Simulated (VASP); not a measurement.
# BaF2 (Fm-3m) in VASP: further runs

The runs below take BaF2 through single point, with PBEsol.

All numbers are computed with VASP 6.6.1; they aren't measurements. Logs are shortened: lines on timing, memory, paths and dates and some standing lists are left out, and cuts for length are marked.

## 1. The cell of the first run

It takes space group Fm-3m (No. 225, cubic). The conventional cell has a = 6.194 Å, b = 6.194 Å, c = 6.194 Å, α = 90.00°, β = 90.00°, γ = 90.00°. Within 3.5 Å of Ba (site symmetry m-3m) lie 8 F at 2.68 Å. F (site symmetry -43m) has 4 Ba at 2.68 Å and 6 F at 3.10 Å within 3.5 Å.

## 2. Single point, PBEsol

Input file INCAR:

```
PREC = Accurate ; ENCUT = 600
EDIFF = 1E-6 ; ISMEAR = 0
SIGMA = 0.01 ; LREAL = False
LASPH = True ; NELM = 120
ALGO = Normal ; ISIF = 2
LWAVE = False ; LCHARG = False
GGA = PS ; NBANDS = 19
GGA_COMPAT = False
```

Input file KPOINTS:

```
regular mesh
0
Gamma
  5 5 5
```

Input file POSCAR:

```
BaF2
1.0
    0.0000000000      3.0971612425      3.0971612425
    3.0971612425      0.0000000000      3.0971612425
    3.0971612425      3.0971612425      0.0000000000
Ba F
1 2
Direct
    0.0000000000      0.0000000000      0.0000000000
    0.2500000000      0.2500000000      0.2500000000
    0.7500000000      0.7500000000      0.7500000000
```

Potentials or basis: VASP PAW PBE potentials, release 64 (Ba_sv, F).

Command:

```
> cat potpaw_PBE.64/Ba_sv/POTCAR potpaw_PBE.64/F/POTCAR > POTCAR
> mpirun -np 1 vasp_std > vasp.out
```

OUTCAR:

```text
PREC = Accurate
   ENCUT = 600
   EDIFF = 1E-6
   ISMEAR = 0
   LREAL = False
   LASPH = True
   NELM = 120
   ISIF = 2
   GGA = PS

 ion  position               nearest neighbor table
   1  0.000  0.000  0.000-   3 2.68   3 2.68   3 2.68   2 2.68   3 2.68   2 2.68   2 2.68   2 2.68

   2  0.250  0.250  0.250-   1 2.68   1 2.68   1 2.68   1 2.68
   3  0.750  0.750  0.750-   1 2.68   1 2.68   1 2.68   1 2.68

  LATTYP: Found a face centered cubic cell.
 ALAT       =     6.1943224850

  Lattice vectors:

 A1 = (   0.0000000000,   3.0971612425,   3.0971612425)
 A2 = (   3.0971612425,   0.0000000000,   3.0971612425)
 A3 = (   3.0971612425,   3.0971612425,   0.0000000000)

Analysis of symmetry for initial positions (statically):
=====================================================================
 Subroutine PRICEL returns:
 Original cell was already a primitive cell.

 Routine SETGRP: Setting up the symmetry group for a
 face centered cubic supercell.

 Subroutine GETGRP returns: Found 48 space group operations
 (whereof 48 operations were pure point group operations)
 out of a pool of 48 trial point group operations.

The static configuration has the point symmetry O_h .

Analysis of symmetry for dynamics (positions and initial velocities):
=====================================================================
 Subroutine PRICEL returns:
 Original cell was already a primitive cell.

 Routine SETGRP: Setting up the symmetry group for a
 face centered cubic supercell.

 Subroutine GETGRP returns: Found 48 space group operations
 (whereof 48 operations were pure point group operations)
 out of a pool of 48 trial point group operations.

The dynamic configuration has the point symmetry O_h .

 Subroutine INISYM returns: Found 48 space group operations
 (whereof 48 operations are pure point group operations),
 and found     1 'primitive' translations

----------------------------------------------------------------------------------------

                                     Primitive cell

  volume of cell :      59.4185

  direct lattice vectors                    reciprocal lattice vectors
     0.000000000  3.097161242  3.097161242    -0.161438156  0.161438156  0.161438156
     3.097161242  0.000000000  3.097161242     0.161438156 -0.161438156  0.161438156
     3.097161242  3.097161242  0.000000000     0.161438156  0.161438156 -0.161438156

[... 67 lines left out ...]
   LASPH  =      T    aspherical Exc in radial PAW
   ENCUT  =  600.0 eV  44.10 Ry    6.64 a.u.   8.75  8.75  8.75*2*pi/ulx,y,z
   NELM   =    120;   NELMIN=  2; NELMDL= -5     # of ELM steps
   EDIFF  = 0.1E-05   stopping-criterion for ELM
   LREAL  =      F    real-space projection
   EDIFFG = 0.1E-04   stopping-criterion for IOM
   NSW    =      0    number of steps for IOM
   IBRION =     -1    ionic relax: 0-MD 1-quasi-New 2-CG
   NFREE  =      0    steps in history (QN), initial steepest desc. (CG)
   ISIF   =      2    stress and relaxation
   ISYM   =      2    0-nonsym 1-usesym 2-fastsym
   POTIM  = 0.5000    time-step for ionic-motion
   TEBEG  =    0.0;   TEEND  =   0.0 temperature during run
   PSTRESS=    0.0 pullay stress
   NELECT =      24.0000    total number of electrons
   NUPDOWN=      -1.0000    fix difference up-down
   EMIN   =  10.00;   EMAX   =-10.00  energy-range for DOS
   EFERMI =   0.00;   METHOD = LEGACY
   ISMEAR =     0;   SIGMA  =   0.01  broadening in eV -4-tet -1-fermi 0-gaus
   EFERMI_NEDOS =   21; number of points for ismear=-14 and -15
   IALGO  =     38    algorithm
   IMIX   =      4    mixing-type and parameters
     AMIX     =   0.40;   BMIX     =  1.00
     AMIX_MAG =   1.60;   BMIX_MAG =  1.00
  volume/ion in A,a.u.               =      19.81       133.66
  Fermi-wavevector in a.u.,A,eV,Ry     =   1.210147  2.286846 19.925127  1.464456
  Thomas-Fermi vector in A             =   2.345703
   LORBIT       =      0    0 simple, 1 ext, 2 COOP (PROOUT), +10 PAW based schemes
   GGA     = PS    functional components
   LHFCALC =     F    Hartree Fock is set to
   AEXX    =    0.0000 exact exchange contribution
   IVDW    =     0    specifies the selected vdW correction
   LEPSILON=     F    determine dielectric tensor
   LRPA    =     F    only Hartree local field effects (RPA)
 non-spin polarized calculation
 Gauss-broadening in eV      SIGMA  =   0.01
  energy-cutoff  :      600.00
  volume of cell :       59.42
 maximum number of plane-waves:      1996
   NGX = 17   NGY = 17   NGZ = 17

 number of electron      24.0000001 magnetization

 Free energy of the ion-electron system (eV)
  ---------------------------------------------------
  ext. energy  EPLUGINS =         0.00000000
  ---------------------------------------------------
  free energy    TOTEN  =       -17.64513653 eV

  energy without entropy =      -17.64513653  energy(sigma->0) =      -17.64513653

 E-fermi :  -2.1245     XC(G=0):  -8.9257

 val. band max:       -2.1791484754   @ k =  -0.2000   0.2000   0.0000
 cond. band min:       4.4602055087   @ k =   0.0000   0.0000   0.0000
 fundamental gap:      6.6393539841
 Fermi energy:        -2.1244709979

 k-point     1 :       0.0000    0.0000    0.0000
  band No.  band energies     occupation
      1     -25.2509      2.00000
      2     -20.9911      2.00000
      3     -20.9461      2.00000
      4     -10.0761      2.00000
      5     -10.0761      2.00000
      6     -10.0761      2.00000
[... 197 lines left out ...]
      6     -10.1194      2.00000
[... 11 lines left out ...]
     18      11.0338      0.00000
     19      12.3799      0.00000

------------------------ aborting loop because EDIFF is reached ----------------------------------------

  FORCE on cell =-STRESS in cart. coord.  units (eV):
  Direction    XX          YY          ZZ          XY          YZ          ZX
  --------------------------------------------------------------------------------------
  -------------------------------------------------------------------------------------
  Total       -0.2006666     -0.2006666     -0.2006666      0.0000000     -0.0000000      0.0000000
  in kB       -5.4108347     -5.4108347     -5.4108347      0.0000000     -0.0000000      0.0000000
  external PRESSURE =      -5.4108347 kB  Pullay stress =       0.0000000 kB

 VOLUME and BASIS-vectors are now :
 -----------------------------------------------------------------------------
  energy-cutoff  :      600.00
  volume of cell :       59.42
      direct lattice vectors                 reciprocal lattice vectors
     0.000000000  3.097161242  3.097161242    -0.161438156  0.161438156  0.161438156
     3.097161242  0.000000000  3.097161242     0.161438156 -0.161438156  0.161438156
     3.097161242  3.097161242  0.000000000     0.161438156  0.161438156 -0.161438156

 POSITION                                       TOTAL-FORCE (eV/Angst)
 -----------------------------------------------------------------------------------
      0.00000      0.00000      0.00000        -0.000000      0.000000     -0.000000
      1.54858      1.54858      1.54858         0.000000      0.000000      0.000000
      4.64574      4.64574      4.64574        -0.000000     -0.000000     -0.000000
 -----------------------------------------------------------------------------------
    total drift:                                0.000000      0.000000      0.000000

  FREE ENERGIE OF THE ION-ELECTRON SYSTEM (eV)
  ---------------------------------------------------
  free  energy   TOTEN  =       -17.6451365273 eV

  energy  without entropy=      -17.6451365273  energy(sigma->0) =      -17.64513653
```

OSZICAR:

```text
N       E                     dE             d eps       ncg     rms          rms(c)
DAV:   1     0.153526141402E+03    0.15353E+03   -0.13836E+04   380   0.131E+03
DAV:   2    -0.116347259410E+02   -0.16516E+03   -0.15858E+03   483   0.277E+02
DAV:   3    -0.190190957637E+02   -0.73844E+01   -0.73499E+01   482   0.580E+01
DAV:   4    -0.191552280717E+02   -0.13613E+00   -0.13603E+00   428   0.730E+00
DAV:   5    -0.191591364874E+02   -0.39084E-02   -0.39082E-02   448   0.953E-01    0.796E+00
DAV:   6    -0.176581402940E+02    0.15010E+01   -0.63384E+00   395   0.190E+01    0.431E+00
DAV:   7    -0.176304227286E+02    0.27718E-01   -0.22705E-01   410   0.366E+00    0.219E+00
DAV:   8    -0.176353471023E+02   -0.49244E-02   -0.51567E-02   416   0.239E+00    0.276E-01
DAV:   9    -0.176416943212E+02   -0.63472E-02   -0.91930E-03   408   0.642E-01    0.138E-01
DAV:  10    -0.176450976048E+02   -0.34033E-02   -0.43122E-03   389   0.367E-01    0.341E-02
DAV:  11    -0.176450926716E+02    0.49331E-05   -0.58579E-05   424   0.607E-02    0.206E-02
DAV:  12    -0.176451364202E+02   -0.43749E-04   -0.75467E-05   392   0.518E-02    0.526E-03
DAV:  13    -0.176451365273E+02   -0.10714E-06   -0.14358E-06   454   0.744E-03
   1 F= -.17645137E+02 E0= -.17645137E+02  d E =-.562229E-16
```

stdout:

```text
POSCAR found type information on POSCAR BaF
 POSCAR found :  2 types and       3 ions
 scaLAPACK will be used
 -----------------------------------------------------------------------------
|                                                                             |
|                                                                             |
|     You enforced a specific xc type in the INCAR file but a different       |
|     I HOPE YOU KNOW WHAT YOU ARE DOING!                                     |
|                                                                             |
 -----------------------------------------------------------------------------

 LDA part: xc-table for (Slater+PW92), standard interpolation
 POSCAR, INCAR and KPOINTS ok, starting setup
 FFT: planning ... GRIDC
 FFT: planning ... GRID_SOFT
 FFT: planning ... GRID
 WAVECAR not read
 entering main loop
```

Wall time 29 s (1 thread of Intel Xeon 8259CL, shared host); peak memory 0.2 GiB.

Results:

```
Free energy            : -17.6451 eV
Pressure               : -0.5 GPa
Band gap on the k mesh : 6.64 eV (least direct gap 6.72 eV)
```

Levels at points of the mesh, in eV from the valence-band top:
```csv
k point,band 10,band 11,band 12,band 13,band 14,band 15
"(0.00, 0.00, 0.00)",-0.08,-0.08,-0.08,6.64,9.12,9.12
```

Caveat: the PAW data sets were made with another functional, which shifts forces and pressure a little; spin-orbit coupling is left out, which moves the levels of the heavy elements; an odd mesh through Γ misses points on the zone boundary, where band edges can lie. PBEsol gaps usually lie below the measured ones, often by a third to a half.

[end of part 1 of 2]
